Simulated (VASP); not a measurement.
# Bi3H2 (P4/mmm) in VASP: a series of runs, part 2 of 2

VASP 6.6.1. The steps go on from the part before.

## Step 4: Relaxation of cell and atoms, PBE

File INCAR:

```
SYSTEM = Bi3H2
PREC = Accurate
ENCUT = 600
EDIFF = 1E-6
ISMEAR = 0
SIGMA = 0.1
LREAL = .FALSE.
LASPH = .TRUE.
NELM = 100
ALGO = Normal
ISIF = 3
LWAVE = .FALSE.
LCHARG = .FALSE.
GGA = PE
IBRION = 2
NSW = 90
EDIFFG = -0.04
```

File KPOINTS:

```
regular mesh
0
G
  4 4 4
  0 0 0
```

File POSCAR:

```
Bi3H2
1.0
    3.9914467600      0.0000000000      0.0000000000
    0.0000000000      3.9914467600      0.0000000000
    0.0000000000      0.0000000000      6.7111940800
Bi H
3 2
Direct
    0.5000000000      0.5000000000      0.8378595300
    0.5000000000      0.5000000000      0.1621404700
    0.5000000000      0.5000000000      0.5000000000
    0.0000000000      0.5000000000      0.5000000000
    0.5000000000      0.0000000000      0.5000000000
```

Command:

```console
cat potpaw_PBE.64/Bi_d/POTCAR potpaw_PBE.64/H/POTCAR > POTCAR
mpirun -np 1 vasp_std > vasp.out
```

It took 5.3 min on 1 thread of Intel Xeon Platinum 8559C (Emerald Rapids), shared host; peak memory 0.25 GiB.

Results (log left out):

```yaml
Free_energy: -15.1774 eV
Relaxed_volume: 29.34 Å³/atom
Relaxed_cell: a = 3.900 Å, b = 3.900 Å, c = 9.646 Å, α = 90.00°, β = 90.00°, γ = 90.00°
Space_group_after_relaxing_to_0.1_Å: P4/mmm (No. 123)
Energy_gained_by_relaxing: 2536.6 meV/atom
Ionic_steps: 15
Pressure_after_relaxing: 0.0 GPa
Band_gap_on_the_k_mesh: zero (an odd number of electrons rules out a gap without spin polarisation)
```

Stress tensor (GPa, compression positive):
```
 0.10  0.00  0.00
 0.00  0.10  0.00
 0.00  0.00 -0.22
```

Step by step:
```tsv
step	energy change (eV)	largest force (eV/Å)	pressure (GPa)	volume (Å³)
1	0.0000	3.7287	60.30	106.92
2	-6.7545	0.6423	-13.20	240.62
3	-12.1108	0.7679	-2.65	165.77
4	-12.1439	0.8522	-2.46	164.02
5	-12.2168	1.6244	-0.16	151.62
6	-12.2305	1.2695	-1.36	156.69
7	-12.2340	1.3419	-1.14	155.60
8	-12.2343	1.4112	-0.92	154.60
9	-12.4334	1.1240	-0.84	150.87
10	-12.6285	0.5919	0.18	143.76
11	-12.6373	0.3801	0.69	141.58
12	-12.6725	0.2156	0.80	143.39
13	-12.6739	0.1027	0.75	143.12
14	-12.6828	0.0037	-0.05	146.81
15	-12.6828	0.0001	0.00	146.70
```

Final structure:
```
Bi H
1.0
     3.89972    0.00000    0.00000
     0.00000    3.89972    0.00000
     0.00000    0.00000    9.64639
Bi H
3 2
Cartesian
  1.9499 1.9499 8.1563
  1.9499 1.9499 1.4901
  1.9499 1.9499 4.8232
  0.0000 1.9499 4.8232
  1.9499 0.0000 4.8232
```

Levels at points of the mesh, in eV from the Fermi level:
| k point | band 20 | band 21 | band 22 | band 23 | band 24 | band 25 | band 26 | band 27 |
| --- | --- | --- | --- | --- | --- | --- | --- | --- |
| (0.00, 0.00, 0.00) | -2.39 | -2.16 | 0.10 | 0.10 | 1.32 | 1.46 | 1.46 | 2.51 |
| (0.50, 0.00, 0.00) | -2.85 | -1.74 | -1.65 | -1.55 | 0.04 | 0.81 | 2.13 | 3.19 |
| (0.50, 0.50, 0.00) | -6.71 | -1.98 | -1.98 | -0.95 | -0.77 | -0.77 | -0.75 | 2.46 |
| (0.00, 0.00, 0.50) | -2.16 | 0.18 | 0.18 | 0.78 | 1.02 | 1.20 | 1.20 | 1.90 |
| (0.50, 0.00, 0.50) | -3.25 | -2.94 | -1.48 | -0.13 | 0.89 | 1.58 | 1.88 | 2.76 |
| (0.50, 0.50, 0.50) | -6.71 | -2.56 | -2.05 | -2.05 | -0.64 | -0.64 | 2.36 | 2.57 |

Caveat: the k points lie up to 0.40 Å⁻¹ apart in the final cell, too coarse for converged energies and pressures of a metal; the volume moved by over 15 % at a fixed basis, so the end points are rough; spin-orbit coupling is left out, which moves the levels of the heavy elements.

## Step 5: Single point, PBE

This run uses another cell than the first one, of 28.46 Å³/atom.

File INCAR:

```
SYSTEM = Bi3H2
  ALGO = Normal
  EDIFF = 1E-7
  ENCUT = 520
  GGA = PE
  ISIF = 2
  ISMEAR = 0
  LASPH = .True.
  LCHARG = .False.
  LREAL = .False.
  LWAVE = .False.
  NBANDS = 32
  NELM = 60
  PREC = Accurate
  SIGMA = 0.1
```

File KPOINTS:

```
k-points
0
Gamma
  10 10 4
  0 0 0
```

File POSCAR:

```
Bi3H2
1.0
    3.8182105777      0.0000000000      0.0000000000
    0.0000000000      3.8182105777      0.0000000000
    0.0000000000      0.0000000000      9.7605713846
Bi H
3 2
Direct
    0.5000000000      0.5000000000      0.8361660265
    0.5000000000      0.5000000000      0.1638339735
    0.5000000000      0.5000000000      0.5000000000
    0.0000000000      0.5000000000      0.5000000000
    0.5000000000      0.0000000000      0.5000000000
```

Potentials or basis: VASP PAW PBE potentials, release 64 (Bi_d, H).

Command:

```console
cat potpaw_PBE.64/Bi_d/POTCAR potpaw_PBE.64/H/POTCAR > POTCAR
mpirun -np 1 vasp_std > vasp.out
```

OUTCAR:

```text
SYSTEM = Bi3H2
   EDIFF = 1E-7
   ENCUT = 520
   GGA = PE
   ISIF = 2
   ISMEAR = 0
   LASPH = .True.
   LREAL = .False.
   NELM = 60
   PREC = Accurate

 ion  position               nearest neighbor table
   1  0.500  0.500  0.836-   2 3.20   3 3.28
   2  0.500  0.500  0.164-   1 3.20   3 3.28
   3  0.500  0.500  0.500-   4 1.91   5 1.91   5 1.91   4 1.91   1 3.28   2 3.28
   4  0.000  0.500  0.500-   3 1.91   3 1.91
   5  0.500  0.000  0.500-   3 1.91   3 1.91

  LATTYP: Found a simple tetragonal cell.
 ALAT       =     3.8182105777
 C/A-ratio  =     2.5563208697

  Lattice vectors:

 A1 = (   3.8182105777,   0.0000000000,   0.0000000000)
 A2 = (   0.0000000000,   3.8182105777,   0.0000000000)
 A3 = (   0.0000000000,   0.0000000000,   9.7605713846)

Analysis of symmetry for initial positions (statically):
=====================================================================
 Subroutine PRICEL returns:
 Original cell was already a primitive cell.
[... 173 lines left out ...]

  energy without entropy =      -15.70016464  energy(sigma->0) =      -15.70880911

 E-fermi :   3.8854     XC(G=0):  -8.4079

 val. band max:        3.8746708880   @ k =   0.2000   0.0000   0.2500
 cond. band min:       3.8895786733   @ k =   0.4000   0.3000   0.0000
 fundamental gap:      0.0149077853
 Fermi energy:         3.8854152401

 k-point     1 :       0.0000    0.0000    0.0000
  band No.  band energies     occupation
      1     -19.5562      2.00000
      2     -19.3590      2.00000
      3     -19.2973      2.00000
      4     -19.2506      2.00000
      5     -19.2506      2.00000
      6     -18.8530      2.00000
[... 829 lines left out ...]
     31       9.6790      0.00000
     32      10.6339      0.00000

 [... further k-points ...]

------------------------ aborting loop because EDIFF is reached ----------------------------------------

  FORCE on cell =-STRESS in cart. coord.  units (eV):
  Direction    XX          YY          ZZ          XY          YZ          ZX
  --------------------------------------------------------------------------------------
  -------------------------------------------------------------------------------------
  Total       -0.0763467     -0.0763467     -0.0431328      0.0000000     -0.0000000      0.0000000
  in kB       -0.8596185     -0.8596185     -0.4856503      0.0000000     -0.0000000      0.0000000
  external PRESSURE =      -0.7349624 kB  Pullay stress =       0.0000000 kB

 VOLUME and BASIS-vectors are now :
 -----------------------------------------------------------------------------
  energy-cutoff  :      520.00
  volume of cell :      142.30
      direct lattice vectors                 reciprocal lattice vectors
     3.818210578  0.000000000  0.000000000     0.261902789  0.000000000  0.000000000
     0.000000000  3.818210578  0.000000000     0.000000000  0.261902789  0.000000000
     0.000000000  0.000000000  9.760571385     0.000000000  0.000000000  0.102453018

 POSITION                                       TOTAL-FORCE (eV/Angst)
 -----------------------------------------------------------------------------------
      1.90911      1.90911      8.16146         0.000000     -0.000000      0.000979
      1.90911      1.90911      1.59911         0.000000      0.000000     -0.000979
      1.90911      1.90911      4.88029         0.000000      0.000000      0.000000
      0.00000      1.90911      4.88029         0.000000      0.000000      0.000000
      1.90911      0.00000      4.88029         0.000000      0.000000      0.000000
 -----------------------------------------------------------------------------------
    total drift:                                0.000000      0.000000      0.000000

  FREE ENERGIE OF THE ION-ELECTRON SYSTEM (eV)
  ---------------------------------------------------
  free  energy   TOTEN  =       -15.7174535841 eV

  energy  without entropy=      -15.7001646360  energy(sigma->0) =      -15.70880911
```

It took 2.5 min on 1 thread of Intel Xeon Platinum 8559C (Emerald Rapids), shared host; peak memory 0.37 GiB.

Results:

- Free energy: -15.7175 eV
- Pressure: -0.1 GPa
- Band gap on the k mesh: zero (an odd number of electrons rules out a gap without spin polarisation)

Caveat: spin-orbit coupling is left out, which moves the levels of the heavy elements.

## Step 6: The runs side by side

| task | cell | k mesh | cutoff (eV) | gap on the mesh (eV) | pressure (GPa) | largest force (eV/Å) |
| --- | --- | --- | --- | --- | --- | --- |
| single point | a = 3.991, b = 3.991, c = 6.711 Å, 5 atoms, atomic positions A | 4 × 4 × 4 | 520 | none | 60.2 | 3.73 |
| single point | a = 3.911, b = 3.911, c = 9.679 Å, 5 atoms, atomic positions B | 4 × 4 × 4 | 520 | none | -0.1 | 0.01 |
| relaxation of cell and atoms | relaxed from a = 3.991, b = 3.991, c = 6.711 Å, 5 atoms, atomic positions A | 4 × 4 × 4 | 600 | none | 0.0 | - |
| single point | a = 3.818, b = 3.818, c = 9.761 Å, 5 atoms, atomic positions C | 10 × 10 × 4 | 520 | none | -0.1 | - |

Alike in all rows: level PBE; potentials or basis VASP PAW PBE potentials, release 64 (Bi_d, H); no spin polarisation; smearing gaussian 0.1 eV.

Caveats: some runs use coarse meshes; spin-orbit coupling is left out, which moves the levels of the heavy elements; forces of over 1 eV/Å act on the atoms, so gaps and moduli don't describe the material at rest (at least some runs); the volume moved by over 15 % at a fixed basis, so the end points are rough (at least some runs).

Absolute energies hang on the potentials; compare differences alone.

The gap in the log of VASP goes by the Fermi energy; the results here count the filled bands.